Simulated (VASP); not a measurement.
# SiO2 (P4_2/mnm) in VASP: further runs

Runs on SiO2. Level: LDA. Tasks: single point.

Everything below comes from runs of VASP 6.6.1. Logs are shortened: lines on timing, memory, paths and dates and some standing lists are left out, and cuts for length are marked.

## Step 1: The cell of the first run

Symmetry: P4_2/mnm, No. 136, tetragonal system. Conventional cell: a = 4.255 Å, b = 4.255 Å, c = 2.470 Å, α = 90.00°, β = 90.00°, γ = 90.00°. Si (site symmetry mmm) has 6 O at 1.70 to 1.84 Å within 2.3 Å. O (site symmetry m2m) has 3 Si at 1.70 to 1.84 Å and 11 O at 2.34 to 2.50 Å within 2.6 Å.

## Step 2: Single point, LDA

Input file INCAR:

```
SYSTEM = SiO2
PREC     = Accurate       ! precision mode
ENCUT    = 520            ! plane-wave cutoff, eV
EDIFF    = 1E-6           ! SCF threshold, eV
ISMEAR   = 0              ! smearing method
SIGMA    = 0.05           ! smearing width, eV
LREAL    = .FALSE.        ! projectors in reciprocal space
LASPH    = .TRUE.         ! aspherical terms in the spheres
NELM     = 100            ! most SCF steps
ALGO     = Normal         ! electronic algorithm
ISIF     = 2              ! what is computed and relaxed
LWAVE    = .FALSE.        ! write WAVECAR
LCHARG   = .FALSE.        ! write CHGCAR
GGA      = CA             ! functional
NBANDS   = 25             ! bands
```

Input file KPOINTS:

```
regular mesh
0
G
  6 6 8
  0 0 0
```

Input file POSCAR:

```
SiO2
1.0
    4.2549000000      0.0000000000      0.0000000000
    0.0000000000      4.2549000000      0.0000000000
    0.0000000000      0.0000000000      2.4697000000
Si O
2 4
Direct
    0.5000000000      0.5000000000      0.5000000000
    0.0000000000      0.0000000000      0.0000000000
    0.6944252994      0.6944252994      0.0000000000
    0.1944252994      0.8055747006      0.5000000000
    0.3055747006      0.3055747006      0.0000000000
    0.8055747006      0.1944252994      0.5000000000
```

Potentials or basis: VASP PAW LDA potentials, release 64 (Si, O).

On the command line:

```bash
cat potpaw_LDA.64/Si/POTCAR potpaw_LDA.64/O/POTCAR > POTCAR
mpirun -np 1 vasp_std > vasp.out
```

OUTCAR:

```text
SYSTEM = SiO2
   PREC = Accurate
   ENCUT = 520
   EDIFF = 1E-6
   ISMEAR = 0
   LREAL = .FALSE.
   LASPH = .TRUE.
   NELM = 100
   ISIF = 2
   GGA = CA

 ion  position               nearest neighbor table
   1  0.500  0.500  0.500-   3 1.70   5 1.70   3 1.70   5 1.70   4 1.84   6 1.84
   2  0.000  0.000  0.000-   4 1.70   6 1.70   4 1.70   6 1.70   5 1.84   3 1.84
   3  0.694  0.694  0.000-   1 1.70   1 1.70   2 1.84
   4  0.194  0.806  0.500-   2 1.70   2 1.70   1 1.84
   5  0.306  0.306  0.000-   1 1.70   1 1.70   2 1.84
   6  0.806  0.194  0.500-   2 1.70   2 1.70   1 1.84

  LATTYP: Found a simple tetragonal cell.
 ALAT       =     4.2549000000
 C/A-ratio  =     0.5804366730

  Lattice vectors:

 A1 = (   4.2549000000,   0.0000000000,   0.0000000000)
 A2 = (   0.0000000000,   4.2549000000,   0.0000000000)
 A3 = (   0.0000000000,   0.0000000000,   2.4697000000)

Analysis of symmetry for initial positions (statically):
=====================================================================
 Subroutine PRICEL returns:
 Original cell was already a primitive cell.

 Routine SETGRP: Setting up the symmetry group for a
 simple tetragonal supercell.

 Subroutine GETGRP returns: Found 16 space group operations
 (whereof  8 operations were pure point group operations)
 out of a pool of 16 trial point group operations.

The static configuration has the point symmetry D_2h.
 The point group associated with its full space group is D_4h.

Analysis of symmetry for dynamics (positions and initial velocities):
=====================================================================
 Subroutine PRICEL returns:
 Original cell was already a primitive cell.

 Routine SETGRP: Setting up the symmetry group for a
 simple tetragonal supercell.

 Subroutine GETGRP returns: Found 16 space group operations
 (whereof  8 operations were pure point group operations)
 out of a pool of 16 trial point group operations.

The dynamic configuration has the point symmetry D_2h.
 The point group associated with its full space group is D_4h.

 Subroutine INISYM returns: Found 16 space group operations
 (whereof  8 operations are pure point group operations),
 and found     1 'primitive' translations

----------------------------------------------------------------------------------------

                                     Primitive cell

  volume of cell :      44.7119

  direct lattice vectors                    reciprocal lattice vectors
     4.254900000  0.000000000  0.000000000     0.235023150  0.000000000  0.000000000
     0.000000000  4.254900000  0.000000000     0.000000000  0.235023150  0.000000000
     0.000000000  0.000000000  2.469700000     0.000000000  0.000000000  0.404907479

  length of vectors
     4.254900000  4.254900000  2.469700000     0.235023150  0.235023150  0.404907479

  position of ions in fractional coordinates (direct lattice)
     0.500000000  0.500000000  0.500000000
     0.000000000  0.000000000  0.000000000
     0.694425299  0.694425299  0.000000000
     0.194425299  0.805574701  0.500000000
     0.305574701  0.305574701  0.000000000
     0.805574701  0.194425299  0.500000000

  ion indices of the primitive-cell ions
   primitive index   ion index
                 1           1
                 2           2
                 3           3
                 4           4
                 5           5
                 6           6

----------------------------------------------------------------------------------------

 KPOINTS: regular mesh

Automatic generation of k-mesh.
 Grid dimensions read from file:
 generate k-points for:    6    6    8

 Generating k-lattice:

  Cartesian coordinates                     Fractional coordinates (reciprocal lattice)
     0.039170525  0.000000000  0.000000000     0.166666667  0.000000000  0.000000000
     0.000000000  0.039170525  0.000000000     0.000000000  0.166666667  0.000000000
     0.000000000  0.000000000  0.050613435     0.000000000  0.000000000  0.125000000

  Length of vectors
     0.039170525  0.039170525  0.050613435

  Shift w.r.t. Gamma in fractional coordinates (k-lattice)
     0.000000000  0.000000000  0.000000000

 Subroutine IBZKPT returns following result:
 ===========================================

 Found     50 irreducible k-points:

 Following reciprocal coordinates:
            Coordinates               Weight
  0.000000  0.000000  0.000000      1.000000
  0.166667  0.000000  0.000000      4.000000
  0.333333  0.000000  0.000000      4.000000
  0.500000  0.000000  0.000000      2.000000
  0.166667  0.166667  0.000000      4.000000
  0.333333  0.166667  0.000000      8.000000
[... 16 lines left out ...]
  0.333333  0.000000  0.250000      8.000000
  0.500000  0.000000  0.250000      4.000000
 [... further k-points ...]
   k-points           NKPTS =     50   k-points in BZ     NKDIM =     50   number of bands    NBANDS=     25
   number of dos      NEDOS =    301   number of ions     NIONS =      6
   total plane-waves  NPLWV =  18432
   dimension x,y,z NGX =    32 NGY =   32 NGZ =   18
   dimension x,y,z NGXF=    64 NGYF=   64 NGZF=   36
   ions per type =               2   4
   NGX,Y,Z   is equivalent  to a cutoff of  12.50, 12.50, 12.12 a.u.
   NGXF,Y,Z  is equivalent  to a cutoff of  25.01, 25.01, 24.23 a.u.
 SYSTEM =  SiO2
   PREC   = accura    normal or accurate (medium, high low for compatibility)
   ISTART =      0    job   : 0-new  1-cont  2-samecut
   ICHARG =      2    charge: 1-file 2-atom 10-const
   ISPIN  =      1    spin polarized calculation?
   LNONCOLLINEAR =      F non collinear calculations
   LSORBIT =      F    spin-orbit coupling
   LASPH  =      T    aspherical Exc in radial PAW
   ENCUT  =  520.0 eV  38.22 Ry    6.18 a.u.   7.91  7.91  4.59*2*pi/ulx,y,z
   NELM   =    100;   NELMIN=  2; NELMDL= -5     # of ELM steps
   EDIFF  = 0.1E-05   stopping-criterion for ELM
   LREAL  =      F    real-space projection
   EDIFFG = 0.1E-04   stopping-criterion for IOM
   NSW    =      0    number of steps for IOM
   IBRION =     -1    ionic relax: 0-MD 1-quasi-New 2-CG
   NFREE  =      0    steps in history (QN), initial steepest desc. (CG)
   ISIF   =      2    stress and relaxation
   ISYM   =      2    0-nonsym 1-usesym 2-fastsym
   POTIM  = 0.5000    time-step for ionic-motion
   TEBEG  =    0.0;   TEEND  =   0.0 temperature during run
   PSTRESS=    0.0 pullay stress
   NELECT =      32.0000    total number of electrons
   NUPDOWN=      -1.0000    fix difference up-down
   EMIN   =  10.00;   EMAX   =-10.00  energy-range for DOS
   EFERMI =   0.00;   METHOD = LEGACY
   ISMEAR =     0;   SIGMA  =   0.05  broadening in eV -4-tet -1-fermi 0-gaus
   EFERMI_NEDOS =   21; number of points for ismear=-14 and -15
   IALGO  =     38    algorithm
   IMIX   =      4    mixing-type and parameters
     AMIX     =   0.40;   BMIX     =  1.00
     AMIX_MAG =   1.60;   BMIX_MAG =  1.00
  volume/ion in A,a.u.               =       7.45        50.29
  Fermi-wavevector in a.u.,A,eV,Ry     =   1.464369  2.767256 29.176013  2.144376
  Thomas-Fermi vector in A             =   2.580353
   LORBIT       =      0    0 simple, 1 ext, 2 COOP (PROOUT), +10 PAW based schemes
   GGA     = CA    functional components
   LHFCALC =     F    Hartree Fock is set to
   AEXX    =    0.0000 exact exchange contribution
   IVDW    =     0    specifies the selected vdW correction
   LEPSILON=     F    determine dielectric tensor
   LRPA    =     F    only Hartree local field effects (RPA)
 non-spin polarized calculation
 Gauss-broadening in eV      SIGMA  =   0.05
  energy-cutoff  :      520.00
  volume of cell :       44.71
 maximum number of plane-waves:      1240
 NGX is ok and might be reduce to    32
   NGX = 15   NGY = 15   NGZ =  9

 number of electron      32.0000017 magnetization

 Free energy of the ion-electron system (eV)
  ---------------------------------------------------
  ext. energy  EPLUGINS =         0.00000000
  ---------------------------------------------------
  free energy    TOTEN  =       -51.35808985 eV

  energy without entropy =      -51.35808985  energy(sigma->0) =      -51.35808985

 E-fermi :   8.6574     XC(G=0): -12.9098

 val. band max:        8.4427924821   @ k =   0.0000   0.0000   0.0000
 cond. band min:      14.9066918046   @ k =   0.0000   0.0000   0.0000
 fundamental gap:      6.4638993225
 Fermi energy:         8.6573819248

 k-point     1 :       0.0000    0.0000    0.0000
  band No.  band energies     occupation
      1     -14.3920      2.00000
      2     -10.6719      2.00000
      3     -10.6719      2.00000
      4     -10.6114      2.00000
      5      -2.6549      2.00000
      6       1.2971      2.00000
[... 17 lines left out ...]
     24      22.4846      0.00000
     25      23.7720      0.00000

 k-point     2 :       0.1667    0.0000    0.0000
  band No.  band energies     occupation
      1     -14.2499      2.00000
      2     -11.4415      2.00000
      3     -10.5965      2.00000
      4     -10.1317      2.00000
      5      -2.5332      2.00000
      6       0.6101      2.00000
[... 17 lines left out ...]
     24      22.3395      0.00000
     25      23.7274      0.00000

 k-point     3 :       0.3333    0.0000    0.0000
  band No.  band energies     occupation
      1     -13.8337      2.00000
      2     -12.3418      2.00000
      3     -10.3944      2.00000
      4      -9.9986      2.00000
      5      -2.1361      2.00000
      6      -0.4750      2.00000
[... 17 lines left out ...]
     24      22.9346      0.00000
     25      23.3048      0.00000

 k-point     4 :       0.5000    0.0000    0.0000
  band No.  band energies     occupation
      1     -13.1761      2.00000
      2     -13.1761      2.00000
      3     -10.1464      2.00000
      4     -10.1464      2.00000
      5      -1.4356      2.00000
      6      -1.4356      2.00000
[... 17 lines left out ...]
     24      22.8972      0.00000
     25      23.7394      0.00000

 k-point     5 :       0.1667    0.1667    0.0000
  band No.  band energies     occupation
      1     -14.1116      2.00000
      2     -11.6500      2.00000
      3     -10.7630      2.00000
      4     -10.0034      2.00000
      5      -2.3666      2.00000
      6       0.6770      2.00000
[... 17 lines left out ...]
     24      22.5495      0.00000
     25      23.7159      0.00000

 k-point     6 :       0.3333    0.1667    0.0000
  band No.  band energies     occupation
      1     -13.7086      2.00000
      2     -12.3200      2.00000
      3     -10.6513      2.00000
      4     -10.0667      2.00000
      5      -1.8717      2.00000
      6      -0.1439      2.00000
[... 17 lines left out ...]
     24      23.1517      0.00000
     25      23.2000      0.00000
[... 393 lines left out ...]
 k-point    21 :       0.0000    0.0000    0.2500
  band No.  band energies     occupation
      1     -13.4062      2.00000
      2     -10.3050      2.00000
      3     -10.0955      2.00000
      4     -10.0955      2.00000
      5      -2.1781      2.00000
      6       1.6678      2.00000
[... 17 lines left out ...]
     24      22.8241      0.00000
     25      23.0233      0.00000

 k-point    22 :       0.1667    0.0000    0.2500
  band No.  band energies     occupation
      1     -13.2761      2.00000
      2     -10.8378      2.00000
      3     -10.0436      2.00000
      4      -9.8049      2.00000
      5      -1.9495      2.00000
      6       1.0867      2.00000
[... 17 lines left out ...]
     24      22.7926      0.00000
     25      22.9899      0.00000

 k-point    23 :       0.3333    0.0000    0.2500
  band No.  band energies     occupation
      1     -12.8977      2.00000
      2     -11.5833      2.00000
      3      -9.9097      2.00000
      4      -9.6879      2.00000
      5      -1.3644      2.00000
      6       0.2091      2.00000
[... 17 lines left out ...]
     24      22.6556      0.00000
     25      22.8363      0.00000

 k-point    24 :       0.5000    0.0000    0.2500
  band No.  band energies     occupation
      1     -12.3091      2.00000
      2     -12.3091      2.00000
      3      -9.7583      2.00000
      4      -9.7583      2.00000
      5      -0.6149      2.00000
      6      -0.6149      2.00000
[... 17 lines left out ...]
     24      22.4785      0.00000
     25      22.9647      0.00000

 [... further k-points ...]
[... 5 lines left out ...]
  --------------------------------------------------------------------------------------
  -------------------------------------------------------------------------------------
  Total       -0.6015929     -0.6015929     16.3147142      0.0000000      0.0000000      0.0000000
  in kB      -21.5571032    -21.5571032    584.6112067      0.0000000      0.0000000      0.0000000
  external PRESSURE =     180.4990001 kB  Pullay stress =       0.0000000 kB

 VOLUME and BASIS-vectors are now :
 -----------------------------------------------------------------------------
  energy-cutoff  :      520.00
  volume of cell :       44.71
      direct lattice vectors                 reciprocal lattice vectors
     4.254900000  0.000000000  0.000000000     0.235023150  0.000000000  0.000000000
     0.000000000  4.254900000  0.000000000     0.000000000  0.235023150  0.000000000
     0.000000000  0.000000000  2.469700000     0.000000000  0.000000000  0.404907479

 POSITION                                       TOTAL-FORCE (eV/Angst)
 -----------------------------------------------------------------------------------
      2.12745      2.12745      1.23485         0.000000      0.000000     -0.000000
      0.00000      0.00000      0.00000         0.000000      0.000000     -0.000000
      2.95471      2.95471      0.00000        -0.157514     -0.157514     -0.000000
      0.82726      3.42764      1.23485        -0.157514      0.157514     -0.000000
      1.30019      1.30019      0.00000         0.157514      0.157514      0.000000
      3.42764      0.82726      1.23485         0.157514     -0.157514     -0.000000
 -----------------------------------------------------------------------------------
    total drift:                                0.000000      0.000000     -0.000000

  FREE ENERGIE OF THE ION-ELECTRON SYSTEM (eV)
  ---------------------------------------------------
  free  energy   TOTEN  =       -51.3580898472 eV

  energy  without entropy=      -51.3580898472  energy(sigma->0) =      -51.35808985
```

Wall time 72 s (1 thread of AMD EPYC 7R13, shared host); peak memory 0.13 GiB.

What came out:

| Property | Result |
| --- | --- |
| Free energy | -51.3581 eV |
| Pressure | 18.0 GPa |
| Largest force | 0.223 eV/Å |
| Band gap on the k mesh | 6.46 eV |

Forces on the atoms (eV/Å):
```
Si   0.000  0.000  0.000
Si   0.000  0.000  0.000
O   -0.158 -0.158  0.000
O   -0.158  0.158  0.000
O    0.158  0.158  0.000
O    0.158 -0.158  0.000
```

Levels at points of the mesh, in eV from the valence-band top:
```csv
k point,band 14,band 15,band 16,band 17,band 18,band 19
"(0.00, 0.00, 0.00)",-0.99,-0.99,0.00,6.46,8.33,9.99
"(0.50, 0.00, 0.00)",-2.16,-1.20,-1.20,8.83,8.83,10.24
"(0.50, 0.50, 0.00)",-2.65,-2.55,-2.55,8.64,8.64,11.12
"(0.00, 0.00, 0.50)",-2.94,-2.78,-2.78,9.29,9.29,12.28
"(0.50, 0.00, 0.50)",-2.49,-1.80,-1.80,8.82,8.82,9.38
"(0.50, 0.50, 0.50)",-1.98,-1.58,-1.58,7.21,7.21,10.85
```

Caveat: the cell stands under pressure.

## Step 3: Single point, LDA

This run uses another cell than the first one, of 8.00 Å³/atom.

Input file INCAR:

```
  ALGO = Normal
  EDIFF = 1E-7
  ENCUT = 520
  GGA = CA
  ISIF = 2
  ISMEAR = 0
  LASPH = True
  LCHARG = True
  LELF = True
  LREAL = False
  LVHAR = True
  LWAVE = False
  NBANDS = 25
  NELM = 60
  PREC = Accurate
  SIGMA = 0.05
```

Input file KPOINTS:

```
k-points
0
Gamma
  6 6 8
```

POSCAR: that of step 2 with these lines changed.

```diff
@@ -2,5 +2,5 @@
 1.0
-    4.2549000000      0.0000000000      0.0000000000
-    0.0000000000      4.2549000000      0.0000000000
-    0.0000000000      0.0000000000      2.4697000000
+    4.0554000000      0.0000000000      0.0000000000
+    0.0000000000      4.0554000000      0.0000000000
+    0.0000000000      0.0000000000      2.9168000000
 Si O
```

Potentials or basis: VASP PAW LDA potentials, release 64 (Si, O).

On the command line:

```bash
cat potpaw_LDA.64/Si/POTCAR potpaw_LDA.64/O/POTCAR > POTCAR
mpirun -np 1 vasp_std > vasp.out
```

It took 57 s on 1 thread of Intel Xeon 8259CL, shared host; peak memory 0.16 GiB.

It converged, with:

* Free energy: -51.3232 eV
* Pressure: -14.2 GPa
* Largest force: 0.467 eV/Å
* Band gap on the k mesh: 4.60 eV

Forces on the atoms (eV/Å):
```
Si   0.000  0.000  0.000
Si   0.000  0.000  0.000
O    0.330  0.330  0.000
O    0.330 -0.330  0.000
O   -0.330 -0.330  0.000
O   -0.330  0.330  0.000
```

Stress tensor (GPa, compression positive):
```
  1.05   0.00   0.00
  0.00   1.05   0.00
  0.00   0.00 -44.67
```

Levels at points of the mesh, in eV from the valence-band top:
| k point | band 12 | band 13 | band 14 | band 15 | band 16 | band 17 | band 18 | band 19 | band 20 | band 21 |
| --- | --- | --- | --- | --- | --- | --- | --- | --- | --- | --- |
| (0.00, 0.00, 0.00) | -3.37 | -2.67 | -0.67 | -0.67 | 0.00 | 4.60 | 4.92 | 6.63 | 6.63 | 9.54 |
| (0.50, 0.00, 0.00) | -3.65 | -2.80 | -2.80 | -0.88 | -0.88 | 6.42 | 6.42 | 7.42 | 7.42 | 11.62 |
| (0.50, 0.50, 0.00) | -3.60 | -2.94 | -2.94 | -1.69 | -1.69 | 6.08 | 6.08 | 8.63 | 8.63 | 12.94 |
| (0.00, 0.00, 0.50) | -4.18 | -3.22 | -3.22 | -2.36 | -2.36 | 8.73 | 8.73 | 11.71 | 11.71 | 12.02 |
| (0.50, 0.00, 0.50) | -3.76 | -1.85 | -1.85 | -1.49 | -1.49 | 8.57 | 8.57 | 10.50 | 10.50 | 12.03 |
| (0.50, 0.50, 0.50) | -3.91 | -1.27 | -1.27 | -1.26 | -1.26 | 7.02 | 7.02 | 11.09 | 11.09 | 11.39 |

Caveat: the cell stands under tension.

[end of part 1 of 2]
